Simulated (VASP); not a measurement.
A run of VASP 6.6.1 is set up as follows.

INCAR

```
SYSTEM = Ge
  PREC = Accurate
  ENCUT = 600
  EDIFF = 1E-6
  ISMEAR = -1
  SIGMA = 0.05
  LREAL = .False.
  LASPH = .True.
  NELM = 80
  ALGO = Normal
  ISIF = 3
  LWAVE = .False.
  LCHARG = .False.
  IBRION = 2
  NSW = 60
  EDIFFG = -0.01
```

Contents of KPOINTS:

```
regular mesh
0
Gamma
  8 8 8
  0 0 0
```

POSCAR

```
Ge
1.0
    0.0000000000      2.8289100000      2.8289100000
    2.8289100000      0.0000000000      2.8289100000
    2.8289100000      2.8289100000      0.0000000000
Ge
2
Direct
    0.7500000000      0.7500000000      0.7500000000
    0.5000000000      0.5000000000      0.5000000000
```

Potentials or basis: VASP PAW LDA potentials, release 64 (Ge_d).

Launch:

```sh
$ cat potpaw_LDA.64/Ge_d/POTCAR > POTCAR
$ mpirun -np 1 vasp_std > vasp.out
```

(1) Estimate the relaxed cell.

(2) What does it give for the space group after relaxing (to 0.05 Å)?

(3) Estimate the relaxed volume.

Results:

(1) a = 3.977 Å, b = 3.977 Å, c = 3.977 Å, α = 60.00°, β = 60.00°, γ = 60.00°.

(2) Fd-3m (No. 227).

(3) 22.23 Å³/atom.

The cell as given is a measured one (22.64 Å³/atom); LDA puts the equilibrium volume -1.8 % from it, thermal expansion not counted.
